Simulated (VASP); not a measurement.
# SrHgI3 (P6_3/mmc) in VASP: notebook, part 2 of 2

VASP 6.6.1.

### Step 3. Single point, PBE

This run uses another cell than the first one, of 42.03 Å³/atom, 0.971 times its volume.

The input, INCAR:

```
PREC     = Accurate       # precision mode
ENCUT    = 520            # plane-wave cutoff, eV
EDIFF    = 1E-6           # SCF threshold, eV
ISMEAR   = 0              # smearing method
SIGMA    = 0.1            # smearing width, eV
LREAL    = F              # projectors in reciprocal space
LASPH    = T              # aspherical terms in the spheres
NELM     = 100            # most SCF steps
ALGO     = Normal         # electronic algorithm
ISIF     = 2              # what is computed and relaxed
LWAVE    = F              # write WAVECAR
LCHARG   = F              # write CHGCAR
GGA      = PE             # functional
NBANDS   = 54             # bands
```

The input, KPOINTS:

```
Automatic mesh
0
Gamma
  3 3 4
```

The input, POSCAR:

```
SrHgI3
1.0
    9.6300125790      0.0000000000      0.0000000000
   -4.8150062895      8.3398355322      0.0000000000
    0.0000000000      0.0000000000      5.2328406583
Sr Hg I
2 2 6
Direct
    0.3333333333      0.6666666667      0.7500000000
    0.6666666667      0.3333333333      0.2500000000
    0.0000000000      0.0000000000      0.0000000000
    0.0000000000      0.0000000000      0.5000000000
    0.8011981864      0.6023963729      0.7500000000
    0.3976036271      0.1988018136      0.7500000000
    0.8011981864      0.1988018136      0.7500000000
    0.1988018136      0.3976036271      0.2500000000
    0.6023963729      0.8011981864      0.2500000000
    0.1988018136      0.8011981864      0.2500000000
```

Potentials or basis: VASP PAW PBE potentials, release 64 (Sr_sv, Hg, I).

Launch:

```
> cat potpaw_PBE.64/Sr_sv/POTCAR potpaw_PBE.64/Hg/POTCAR potpaw_PBE.64/I/POTCAR > POTCAR
> mpirun -np 1 vasp_std > vasp.out
```

OUTCAR:

```text
PREC = Accurate
   ENCUT = 520
   EDIFF = 1E-6
   ISMEAR = 0
   LREAL = F
   LASPH = T
   NELM = 100
   ISIF = 2
   GGA = PE

 ion  position               nearest neighbor table
   1  0.333  0.667  0.750-  10 3.45  10 3.45   9 3.45   9 3.45   8 3.45   8 3.45
   2  0.667  0.333  0.250-   7 3.45   7 3.45   6 3.45   6 3.45   5 3.45   5 3.45
   3  0.000  0.000  0.000-   4 2.62   4 2.62   9 3.56   6 3.56   5 3.56   8 3.56  10 3.56   7 3.56

   4  0.000  0.000  0.500-   3 2.62   3 2.62   9 3.56   6 3.56   5 3.56   8 3.56  10 3.56   7 3.56

   5  0.801  0.602  0.750-   2 3.45   2 3.45   4 3.56   3 3.56
   6  0.398  0.199  0.750-   2 3.45   2 3.45   4 3.56   3 3.56
   7  0.801  0.199  0.750-   2 3.45   2 3.45   4 3.56   3 3.56
   8  0.199  0.398  0.250-   1 3.45   1 3.45   4 3.56   3 3.56
   9  0.602  0.801  0.250-   1 3.45   1 3.45   4 3.56   3 3.56
  10  0.199  0.801  0.250-   1 3.45   1 3.45   4 3.56   3 3.56

  LATTYP: Found a hexagonal cell.
 ALAT       =     9.6300125790
 C/A-ratio  =     0.5433887667

  Lattice vectors:

 A1 = (   9.6300125790,   0.0000000000,   0.0000000000)
[... 190 lines left out ...]
      2     -33.8431      2.00000
      3     -15.8340      2.00000
      4     -15.8340      2.00000
      5     -15.8326      2.00000
      6     -15.8326      2.00000
[... 502 lines left out ...]
     53       6.2739      0.00000
     54       6.2739      0.00000

------------------------ aborting loop because EDIFF is reached ----------------------------------------

  FORCE on cell =-STRESS in cart. coord.  units (eV):
  Direction    XX          YY          ZZ          XY          YZ          ZX
  --------------------------------------------------------------------------------------
  -------------------------------------------------------------------------------------
  Total        0.5674143      0.5674143      0.2676189      0.0000000      0.0000000      0.0000000
  in kB        2.1631619      2.1631619      1.0202475      0.0000000      0.0000000      0.0000000
  external PRESSURE =       1.7821904 kB  Pullay stress =       0.0000000 kB

 VOLUME and BASIS-vectors are now :
 -----------------------------------------------------------------------------
  energy-cutoff  :      520.00
  volume of cell :      420.26
      direct lattice vectors                 reciprocal lattice vectors
     9.630012579  0.000000000  0.000000000     0.103842024  0.059953221  0.000000000
    -4.815006290  8.339835532  0.000000000     0.000000000  0.119906441  0.000000000
     0.000000000  0.000000000  5.232840658     0.000000000  0.000000000  0.191100793

 POSITION                                       TOTAL-FORCE (eV/Angst)
 -----------------------------------------------------------------------------------
     -0.00000      5.55989      3.92463        -0.000000      0.000000      0.000000
      4.81501      2.77995      1.30821        -0.000000      0.000000      0.000000
      0.00000      0.00000      0.00000        -0.000000      0.000000      0.000000
      0.00000      0.00000      2.61642        -0.000000      0.000000      0.000000
      4.81501      5.02389      3.92463        -0.000000     -0.020710      0.000000
      2.87170      1.65797      3.92463         0.017936      0.010355     -0.000000
      6.75832      1.65797      3.92463        -0.017936      0.010355      0.000000
      0.00000      3.31595      1.30821        -0.000000      0.020710     -0.000000
      1.94331      6.68186      1.30821        -0.017936     -0.010355      0.000000
     -1.94331      6.68186      1.30821         0.017936     -0.010355      0.000000
 -----------------------------------------------------------------------------------
    total drift:                               -0.000001      0.000001     -0.000000

  FREE ENERGIE OF THE ION-ELECTRON SYSTEM (eV)
  ---------------------------------------------------
  free  energy   TOTEN  =       -21.6187278694 eV

  energy  without entropy=      -21.5829152387  energy(sigma->0) =      -21.60082155
```

stdout:

```text
POSCAR found type information on POSCAR SrHgI
 POSCAR found :  3 types and      10 ions
 scaLAPACK will be used
 LDA part: xc-table for (Slater+PW92), standard interpolation
 POSCAR, INCAR and KPOINTS ok, starting setup
 FFT: planning ... GRIDC
 FFT: planning ... GRID_SOFT
 FFT: planning ... GRID
 WAVECAR not read
 entering main loop
```

Wall time 2.6 min (1 thread of Intel Xeon 6975P-C (Granite Rapids), shared host); peak memory 0.58 GiB.

What came out:

* Free energy: -21.6187 eV
* Pressure: 0.2 GPa
* Largest force: 0.021 eV/Å
* Band gap on the k mesh: zero (band 43 reaches 1.73 eV, above the bottom of band 44 at 0.93 eV)

Forces in eV/Å, atoms in the order of the input:
```
Sr   0.000  0.000  0.000
Sr   0.000  0.000  0.000
Hg   0.000  0.000  0.000
Hg   0.000  0.000  0.000
I    0.000 -0.021  0.000
I    0.018  0.010  0.000
I   -0.018  0.010  0.000
I    0.000  0.021  0.000
I   -0.018 -0.010  0.000
I    0.018 -0.010  0.000
```

Levels at points of the mesh, in eV from the Fermi level:
| k point | band 39 | band 40 | band 41 | band 42 | band 43 | band 44 | band 45 | band 46 | band 47 | band 48 |
| --- | --- | --- | --- | --- | --- | --- | --- | --- | --- | --- |
| (0.00, 0.00, 0.00) | -0.61 | -0.61 | -0.49 | -0.49 | 0.18 | 2.03 | 2.63 | 2.75 | 3.37 | 3.86 |
| (0.00, 0.00, 0.50) | -0.69 | -0.69 | -0.69 | -0.69 | -0.62 | -0.62 | 4.28 | 4.28 | 4.28 | 4.28 |

Caveat: spin-orbit coupling is left out, which moves the levels of the heavy elements.
